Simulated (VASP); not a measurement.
Set up this calculation in VASP 6.6.1, as the native input.

```yaml
Task: relaxation of shape and atoms at fixed volume
Functional: r2SCAN
Potentials_or_basis: VASP PAW PBE potentials, release 64 (Cd, I)
Cutoff: 550 eV
k_mesh: 6 × 6 × 4
Occupations: gaussian, width 0.02 eV
Spin: no spin polarisation
Dipole_correction: no
Further_INCAR_settings: ALGO = Normal; EDIFF = 1e-07; IBRION = 2; EDIFFG = -0.01; NSW = 50; ISIF = 4
```

CdI2:

```xyz
3
Lattice="4.3477 0.0000 0.0000 -2.1738 3.7652 0.0000 0.0000 0.0000 7.4099" Properties=species:S:1:pos:R:3 pbc="T T T"
Cd    0.0000    0.0000    0.0000
I     0.0000    2.5101    1.7281
I     2.1738    1.2551    5.6817
```

One way to write it, as run:

POSCAR

```
CdI2
1.0
    4.3476635442      0.0000000000      0.0000000000
   -2.1738317721      3.7651870764      0.0000000000
    0.0000000000      0.0000000000      7.4098518855
Cd I
1 2
Direct
    0.0000000000      0.0000000000      0.0000000000
    0.3333333333      0.6666666667      0.2332228082
    0.6666666667      0.3333333333      0.7667771918
```

INCAR.step1

```
PREC = Accurate
ENCUT = 550
ISMEAR = 0
SIGMA = 0.02
LREAL = F
LASPH = T
NELM = 120
GGA = PE
ALGO = Normal
EDIFF = 1E-5
LWAVE = T
LCHARG = F
GGA_COMPAT = F
IBRION = 2
ISIF = 3
EDIFFG = -0.005
NELMIN = 4
NSW = 100
```

INCAR.step2

```
PREC = Accurate
ENCUT = 550
EDIFF = 1E-7
ISMEAR = 0
SIGMA = 0.02
LREAL = F
LASPH = T
NELM = 120
ALGO = Normal
ISIF = 4
LWAVE = F
LCHARG = F
METAGGA = R2SCAN
LMIXTAU = T
IBRION = 2
NSW = 50
EDIFFG = -0.01
ISTART = 1
GGA_COMPAT = F
NELMIN = 4
```

KPOINTS

```
Automatic mesh
0
Gamma
  6 6 4
```

Potentials or basis: VASP PAW PBE potentials, release 64 (Cd, I).

Launch:

```bash
$ cat potpaw_PBE.64/Cd/POTCAR potpaw_PBE.64/I/POTCAR > POTCAR
$ cp INCAR.step1 INCAR
$ mpirun -np 1 vasp_std > vasp.out
$ cp INCAR.step2 INCAR
$ mpirun -np 1 vasp_std > vasp.out
```

Results of the run:

- Energy gained by relaxing: 2.4 meV/atom
- Ionic steps: 7
- Pressure after relaxing: -0.3 GPa
- Band gap on the k mesh: 2.86 eV (least direct gap 3.10 eV)

Caveat: the PAW data sets were made with another functional, which shifts forces and pressure a little; spin-orbit coupling is left out, which moves the levels of the heavy elements.

Run time: 13 min on 1 thread of Intel(R) Xeon(R) Platinum 8488C (Sapphire Rapids), with other jobs on the host, peak memory 0.32 GiB.
